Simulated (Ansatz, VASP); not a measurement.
Two plane-wave programs on GaGeO4

Contents of INCAR:

```
SYSTEM = GaGeO4
PREC = Accurate ; ENCUT = 520
EDIFF = 1E-6 ; ISMEAR = 0
SIGMA = 0.1 ; LREAL = .FALSE.
LASPH = .TRUE. ; NELM = 60
ALGO = Normal ; ISIF = 2
LWAVE = .FALSE. ; LCHARG = .TRUE.
GGA = PE ; LELF = .TRUE.
LVHAR = .TRUE. ; NBANDS = 34
```

The input KPOINTS:

```
regular mesh
0
G
  12 12 14
  0 0 0
```

POSCAR

```
GaGeO4
1.0
    5.5595134780      0.0000000000      0.0000000000
   -2.7797567390      4.8146799046      0.0000000000
    0.0000000000      0.0000000000      2.7170481973
Ga Ge O
1 1 4
Direct
    0.0000000000      0.0000000000      0.0000000000
    0.3333333333      0.6666666667      0.0000000000
    0.6666666667      0.3333333333      0.0000000000
    0.4795709000      0.9591418001      0.5000000000
    0.0408581999      0.5204291000      0.5000000000
    0.4795709000      0.5204291000      0.5000000000
```

Input for Ansatz:

```yaml
crystal:
  lattice:
    - [5.559513478, 0.0, 0.0]
    - [-2.779756739, 4.8146799046, 0.0]
    - [0.0, 0.0, 2.7170481973]
  atoms:
    - { symbol: Ga, position: [0.0, 0.0, 0.0] }
    - { symbol: Ge, position: [0.3333333333, 0.6666666667, 0.0] }
    - { symbol: O, position: [0.6666666667, 0.3333333333, 0.0] }
    - { symbol: O, position: [0.4795709, 0.9591418001, 0.5] }
    - { symbol: O, position: [0.0408581999, 0.5204291, 0.5] }
    - { symbol: O, position: [0.4795709, 0.5204291, 0.5] }
basis:
  ecutwfc: 420
kpoints:
  mp_grid: { grid: [12, 12, 14] }
  band_path:
    path:
      - [[0.0, 0.0, 0.0], [0.5, 0.0, 0.0], [0.33333333, 0.33333333, 0.0], [0.0, 0.0, 0.0], [0.0, 0.0, 0.5], [0.5, 0.0, 0.5], [0.33333333, 0.33333333, 0.5], [0.0, 0.0, 0.5]]
      - [[0.5, 0.0, 0.5], [0.5, 0.0, 0.0]]
      - [[0.33333333, 0.33333333, 0.5], [0.33333333, 0.33333333, 0.0]]
    npoints: 14
hamiltonian:
  xc: pbe
scf:
  occupations: { method: gaussian, width: 0.1 }
  n_extra_bands: 15
output:
  forces: true
  stress: true
  eigenvalues: true
  populations: true
  dos: { projected: true, de: 0.02, nscf_kmesh: { grid: [15, 15, 17] } }
  bader: true
  write_density: true
  write_potential: true
  elf: true
  volumetric_format: npy
```

Alike in both runs: task single point; functional PBE; k mesh 12 × 12 × 14; occupations gaussian, width 0.1 eV; no spin polarisation.

|  | VASP | Ansatz |
| --- | --- | --- |
| version | VASP 6.6.1 | Ansatz 0.2.0 |
| potentials or method | VASP PAW PBE potentials, release 64 (Ga_d, Ge_d, O), cutoff 520 eV | scalar-relativistic, plane waves, PAW |
| valence electrons in the cell | 51 | 51 |

|  | VASP | Ansatz | Ansatz less VASP |
| --- | --- | --- | --- |
| gap on the k mesh at the Fermi level (eV) | none | none | - |
| pressure (GPa) | 0.2 | 0.0 | -0.19 |
| traceless stress, the component that is largest in VASP (GPa) | 0.21 | -0.04 | -0.253 |
| rms of the force components (eV/Å) | 0.024 | 0.003 | -0.0211 |

Atom by atom the forces differ by 0.027 eV/Å (rms over components). A gap of «none» marks a metal or a gap that the smearing closes. The functional is the same, so the differences come from potentials, cutoffs and numerics.
